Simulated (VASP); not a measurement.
# Pt (Fm-3m) in VASP: a series of runs

The runs below take Pt through single point, relaxation of cell and atoms, with PBE.

Program: VASP 6.6.1. These are calculated values, not measurements. Logs are shortened: lines on timing, memory, paths and dates and some standing lists are left out, and cuts for length are marked.

## (1) The cell of the first run

Symmetry: Fm-3m, No. 225, cubic system. Conventional cell: a = 3.970 Å, b = 3.970 Å, c = 3.970 Å, α = 90.00°, β = 90.00°, γ = 90.00°. Pt (site symmetry m-3m) has 12 Pt at 2.81 Å within 3.7 Å.

## (2) Single point, PBE

The input, INCAR:

```
  PREC = Accurate
  ENCUT = 520
  EDIFF = 1E-6
  ISMEAR = 0
  SIGMA = 0.1
  LREAL = False
  LASPH = True
  NELM = 60
  ALGO = Normal
  ISIF = 2
  LWAVE = False
  LCHARG = False
  GGA = PE
  NBANDS = 11
```

The input, KPOINTS:

```
Automatic mesh
0
Gamma
  18 18 18
```

The input, POSCAR:

```
Pt
1.0
    0.0000000000      1.9849647480      1.9849647480
    1.9849647480      0.0000000000      1.9849647480
    1.9849647480      1.9849647480      0.0000000000
Pt
1
Direct
    0.0000000000      0.0000000000      0.0000000000
```

Potentials or basis: VASP PAW PBE potentials, release 64 (Pt).

Command:

```console
$ cat potpaw_PBE.64/Pt/POTCAR > POTCAR
$ mpirun -np 1 vasp_std > vasp.out
```

OUTCAR:

```text
PREC = Accurate
   ENCUT = 520
   EDIFF = 1E-6
   ISMEAR = 0
   LREAL = False
   LASPH = True
   NELM = 60
   ISIF = 2
   GGA = PE

 ion  position               nearest neighbor table
   1  0.000  0.000  0.000-

  LATTYP: Found a face centered cubic cell.
 ALAT       =     3.9699294960

  Lattice vectors:

 A1 = (   0.0000000000,   1.9849647480,   1.9849647480)
 A2 = (   1.9849647480,   0.0000000000,   1.9849647480)
 A3 = (   1.9849647480,   1.9849647480,   0.0000000000)

Analysis of symmetry for initial positions (statically):
=====================================================================
 Subroutine PRICEL returns:
 Original cell was already a primitive cell.

 Routine SETGRP: Setting up the symmetry group for a
 face centered cubic supercell.

 Subroutine GETGRP returns: Found 48 space group operations
 (whereof 48 operations were pure point group operations)
 out of a pool of 48 trial point group operations.

The static configuration has the point symmetry O_h .

Analysis of symmetry for dynamics (positions and initial velocities):
=====================================================================
 Subroutine PRICEL returns:
 Original cell was already a primitive cell.

 Routine SETGRP: Setting up the symmetry group for a
 face centered cubic supercell.

 Subroutine GETGRP returns: Found 48 space group operations
 (whereof 48 operations were pure point group operations)
 out of a pool of 48 trial point group operations.

The dynamic configuration has the point symmetry O_h .

 Subroutine INISYM returns: Found 48 space group operations
 (whereof 48 operations are pure point group operations),
 and found     1 'primitive' translations

----------------------------------------------------------------------------------------

                                     Primitive cell

  volume of cell :      15.6419

  direct lattice vectors                    reciprocal lattice vectors
     0.000000000  1.984964748  1.984964748    -0.251893642  0.251893642  0.251893642
     1.984964748  0.000000000  1.984964748     0.251893642 -0.251893642  0.251893642
     1.984964748  1.984964748  0.000000000     0.251893642  0.251893642 -0.251893642

  length of vectors
     2.807164067  2.807164067  2.807164067     0.436292586  0.436292586  0.436292586

  position of ions in fractional coordinates (direct lattice)
     0.000000000  0.000000000  0.000000000

  ion indices of the primitive-cell ions
   primitive index   ion index
                 1           1

----------------------------------------------------------------------------------------

 KPOINTS: Automatic mesh

Automatic generation of k-mesh.
 Grid dimensions read from file:
 generate k-points for:   18   18   18

 Generating k-lattice:

  Cartesian coordinates                     Fractional coordinates (reciprocal lattice)
    -0.013994091  0.013994091  0.013994091     0.055555556  0.000000000  0.000000000
     0.013994091 -0.013994091  0.013994091     0.000000000  0.055555556  0.000000000
     0.013994091  0.013994091 -0.013994091     0.000000000  0.000000000  0.055555556

  Length of vectors
     0.024238477  0.024238477  0.024238477

  Shift w.r.t. Gamma in fractional coordinates (k-lattice)
     0.000000000  0.000000000  0.000000000

 Subroutine IBZKPT returns following result:
 ===========================================

 Found    195 irreducible k-points:

 Following reciprocal coordinates:
            Coordinates               Weight
  0.000000  0.000000  0.000000      1.000000
  0.055556  0.000000  0.000000      8.000000
  0.111111  0.000000  0.000000      8.000000
  0.166667  0.000000  0.000000      8.000000
  0.222222  0.000000  0.000000      8.000000
  0.277778  0.000000  0.000000      8.000000
[... 16 lines left out ...]
 -0.277778  0.055556  0.000000     24.000000
 -0.222222  0.055556  0.000000     24.000000
 [... further k-points ...]
   k-points           NKPTS =    195   k-points in BZ     NKDIM =    195   number of bands    NBANDS=     11
   number of dos      NEDOS =    301   number of ions     NIONS =      1
   total plane-waves  NPLWV =  13824
   dimension x,y,z NGX =    24 NGY =   24 NGZ =   24
   dimension x,y,z NGXF=    48 NGYF=   48 NGZF=   48
   ions per type =               1
   NGX,Y,Z   is equivalent  to a cutoff of  14.21, 14.21, 14.21 a.u.
   NGXF,Y,Z  is equivalent  to a cutoff of  28.43, 28.43, 28.43 a.u.
 SYSTEM =  unknown system
   PREC   = accura    normal or accurate (medium, high low for compatibility)
   ISTART =      0    job   : 0-new  1-cont  2-samecut
   ICHARG =      2    charge: 1-file 2-atom 10-const
   ISPIN  =      1    spin polarized calculation?
   LNONCOLLINEAR =      F non collinear calculations
   LSORBIT =      F    spin-orbit coupling
   LASPH  =      T    aspherical Exc in radial PAW
   ENCUT  =  520.0 eV  38.22 Ry    6.18 a.u.   5.22  5.22  5.22*2*pi/ulx,y,z
   NELM   =     60;   NELMIN=  2; NELMDL= -5     # of ELM steps
   EDIFF  = 0.1E-05   stopping-criterion for ELM
   LREAL  =      F    real-space projection
   EDIFFG = 0.1E-04   stopping-criterion for IOM
   NSW    =      0    number of steps for IOM
   IBRION =     -1    ionic relax: 0-MD 1-quasi-New 2-CG
   NFREE  =      0    steps in history (QN), initial steepest desc. (CG)
   ISIF   =      2    stress and relaxation
   ISYM   =      2    0-nonsym 1-usesym 2-fastsym
   POTIM  = 0.5000    time-step for ionic-motion
   TEBEG  =    0.0;   TEEND  =   0.0 temperature during run
   PSTRESS=    0.0 pullay stress
   NELECT =      10.0000    total number of electrons
   NUPDOWN=      -1.0000    fix difference up-down
   EMIN   =  10.00;   EMAX   =-10.00  energy-range for DOS
   EFERMI =   0.00;   METHOD = LEGACY
   ISMEAR =     0;   SIGMA  =   0.10  broadening in eV -4-tet -1-fermi 0-gaus
   EFERMI_NEDOS =   21; number of points for ismear=-14 and -15
   IALGO  =     38    algorithm
   IMIX   =      4    mixing-type and parameters
     AMIX     =   0.40;   BMIX     =  1.00
     AMIX_MAG =   1.60;   BMIX_MAG =  1.00
  volume/ion in A,a.u.               =      15.64       105.56
  Fermi-wavevector in a.u.,A,eV,Ry     =   1.410302  2.665084 27.061320  1.988951
  Thomas-Fermi vector in A             =   2.532269
   LORBIT       =      0    0 simple, 1 ext, 2 COOP (PROOUT), +10 PAW based schemes
   GGA     = PE    functional components
   LHFCALC =     F    Hartree Fock is set to
   AEXX    =    0.0000 exact exchange contribution
   IVDW    =     0    specifies the selected vdW correction
   LEPSILON=     F    determine dielectric tensor
   LRPA    =     F    only Hartree local field effects (RPA)
 non-spin polarized calculation
 Gauss-broadening in eV      SIGMA  =   0.10
  energy-cutoff  :      520.00
  volume of cell :       15.64
 maximum number of plane-waves:       444
 NGX is ok and might be reduce to    24
   NGX = 11   NGY = 11   NGZ = 11

 number of electron      10.0000002 magnetization

 Free energy of the ion-electron system (eV)
  ---------------------------------------------------
  ext. energy  EPLUGINS =         0.00000000
  ---------------------------------------------------
  free energy    TOTEN  =        -6.10005322 eV

  energy without entropy =       -6.08878073  energy(sigma->0) =       -6.09441697

 E-fermi :  10.5759     XC(G=0): -13.2723

 val. band max:       10.5756189328   @ k =  -0.3333   0.3889   0.1111
 cond. band min:      10.5865511541   @ k =   0.4444   0.1111   0.0000
 fundamental gap:      0.0109322213
 Fermi energy:        10.5759471056

 k-point     1 :       0.0000    0.0000    0.0000
  band No.  band energies     occupation
      1       0.7646      2.00000
      2       7.0054      2.00000
      3       7.0054      2.00000
      4       7.0054      2.00000
      5       9.0336      2.00000
      6       9.0336      2.00000
      7      25.3116      0.00000
      8      30.0717      0.00000
      9      30.0717      0.00000
     10      30.0717      0.00000
     11      35.2842      0.00000

 k-point     2 :       0.0556    0.0000    0.0000
  band No.  band energies     occupation
      1       0.8848      2.00000
      2       6.9530      2.00000
      3       7.0526      2.00000
      4       7.0526      2.00000
      5       9.0076      2.00000
      6       9.0076      2.00000
      7      25.4940      0.00000
      8      29.4055      0.00000
      9      30.2515      0.00000
     10      30.2515      0.00000
     11      35.9989      0.00000

 k-point     3 :       0.1111    0.0000    0.0000
  band No.  band energies     occupation
      1       1.2348      2.00000
      2       6.8185      2.00000
      3       7.1762      2.00000
      4       7.1762      2.00000
      5       8.9522      2.00000
      6       8.9522      2.00000
      7      25.9870      0.00000
      8      28.0046      0.00000
      9      30.7731      0.00000
     10      30.7731      0.00000
     11      36.6272      0.00000

 k-point     4 :       0.1667    0.0000    0.0000
  band No.  band energies     occupation
      1       1.7780      2.00000
      2       6.6679      2.00000
      3       7.3154      2.00000
      4       7.3154      2.00000
      5       8.9390      2.00000
      6       8.9390      2.00000
      7      26.3169      0.00000
      8      26.6731      0.00000
      9      31.5773      0.00000
     10      31.5773      0.00000
     11      35.0390      0.00000

 k-point     5 :       0.2222    0.0000    0.0000
  band No.  band energies     occupation
      1       2.4322      2.00000
      2       6.6151      2.00000
      3       7.3759      2.00000
      4       7.3759      2.00000
      5       9.0700      2.00000
      6       9.0700      2.00000
      7      24.6088      0.00000
      8      26.9683      0.00000
      9      32.4998      0.00000
     10      32.4998      0.00000
     11      33.8748      0.00000
[... 211 lines left out ...]
 k-point    21 :      -0.3889    0.0556    0.0000
  band No.  band energies     occupation
      1       3.7077      2.00000
      2       6.9776      2.00000
      3       7.0932      2.00000
      4       8.5846      2.00000
      5      10.1356      2.00000
      6      10.8814      0.00002
      7      17.9937      0.00000
      8      25.3772      0.00000
      9      29.1632      0.00000
     10      30.4340      0.00000
     11      36.6361      0.00000

 k-point    22 :      -0.3333    0.0556    0.0000
  band No.  band energies     occupation
      1       3.6103      2.00000
      2       7.1006      2.00000
      3       7.2073      2.00000
      4       7.6195      2.00000
      5       9.6892      2.00000
      6      10.3898      1.99153
      7      19.9810      0.00000
      8      25.8989      0.00000
      9      29.8572      0.00000
     10      31.8034      0.00000
     11      35.0446      0.00000

 k-point    23 :      -0.2778    0.0556    0.0000
  band No.  band energies     occupation
      1       3.3073      2.00000
      2       6.8510      2.00000
      3       7.2757      2.00000
      4       7.3443      2.00000
      5       9.2253      2.00000
      6       9.9125      2.00000
      7      22.0698      0.00000
      8      26.5599      0.00000
      9      30.7246      0.00000
     10      33.5146      0.00000
     11      33.5256      0.00000

 k-point    24 :      -0.2222    0.0556    0.0000
  band No.  band energies     occupation
      1       2.7517      2.00000
      2       6.5446      2.00000
      3       7.3778      2.00000
      4       7.4413      2.00000
      5       8.8582      2.00000
      6       9.4967      2.00000
      7      24.0556      0.00000
      8      27.0444      0.00000
      9      31.2591      0.00000
     10      32.7732      0.00000
     11      33.9766      0.00000

 [... further k-points ...]
[... 5 lines left out ...]
  --------------------------------------------------------------------------------------
  -------------------------------------------------------------------------------------
  Total       -0.0444881     -0.0444881     -0.0444881      0.0000000     -0.0000000      0.0000000
  in kB       -4.5568611     -4.5568611     -4.5568611      0.0000000     -0.0000000      0.0000000
  external PRESSURE =      -4.5568611 kB  Pullay stress =       0.0000000 kB

 VOLUME and BASIS-vectors are now :
 -----------------------------------------------------------------------------
  energy-cutoff  :      520.00
  volume of cell :       15.64
      direct lattice vectors                 reciprocal lattice vectors
     0.000000000  1.984964748  1.984964748    -0.251893642  0.251893642  0.251893642
     1.984964748  0.000000000  1.984964748     0.251893642 -0.251893642  0.251893642
     1.984964748  1.984964748  0.000000000     0.251893642  0.251893642 -0.251893642

 POSITION                                       TOTAL-FORCE (eV/Angst)
 -----------------------------------------------------------------------------------
      0.00000      0.00000      0.00000         0.000000      0.000000      0.000000
 -----------------------------------------------------------------------------------
    total drift:                               -0.000000      0.000000     -0.000000

  FREE ENERGIE OF THE ION-ELECTRON SYSTEM (eV)
  ---------------------------------------------------
  free  energy   TOTEN  =        -6.1000532152 eV

  energy  without entropy=       -6.0887807304  energy(sigma->0) =       -6.09441697
```

Run time: 12 s. Hardware: 1 thread of Intel Xeon 6975P-C (Granite Rapids), shared host; peak memory 0.16 GiB.

What came out:

```
Free energy            : -6.1001 eV
Pressure               : -0.5 GPa
Band gap on the k mesh : zero (band 5 reaches 11.03 eV, above the bottom of band 6 at 8.94 eV)
```

Caveat: spin-orbit coupling is left out, which moves the levels of the heavy elements.

(Continued in part 2 of 2.)
